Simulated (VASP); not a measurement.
## KI (zincblende type): single point with PBE

The system is KI (zincblende type).

```
K I
1.0
     0.00000    4.06006    4.06006
     4.06006    0.00000    4.06006
     4.06006    4.06006    0.00000
K I
1 1
Direct
  0.00000 0.00000 0.00000
  0.25000 0.25000 0.25000
```

This cell differs from its parent crystal: volume scaled by 1.05.

* Program: VASP 6.6.1
* Task: single point
* Functional: PBE
* Potentials or basis: VASP PAW PBE potentials, release 64 (K_sv, I)
* Cutoff: 520 eV
* k mesh: 9 × 9 × 9
* Occupations: fermi-dirac, width 0.03 eV
* Spin: no spin polarisation
* Dipole correction: no
* Further INCAR settings: ALGO = Normal; EDIFF = 1e-06; NBANDS = 15

The pressure is -0.3 GPa and the band gap on the k mesh is 3.82 eV, indirect (the least direct gap lies 1.6 meV higher).

Levels at points of the mesh, in eV from the valence-band top:
```csv
k point,band 4,band 5,band 6,band 7,band 8,band 9,band 10,band 11,band 12,band 13
"(0.00, 0.00, 0.00)",-12.13,-9.99,0.00,0.00,0.00,3.82,7.45,7.45,7.98,7.98
```

Wall time 72 s on 1 thread of Intel(R) Xeon(R) Platinum 8259CL CPU @ 2.50GHz (Skylake/Cascade Lake), with other jobs on the host, peak memory 0.34 GiB.

Caveat: spin-orbit coupling is left out, which moves the levels of the heavy elements. A k mesh can miss the band edges.
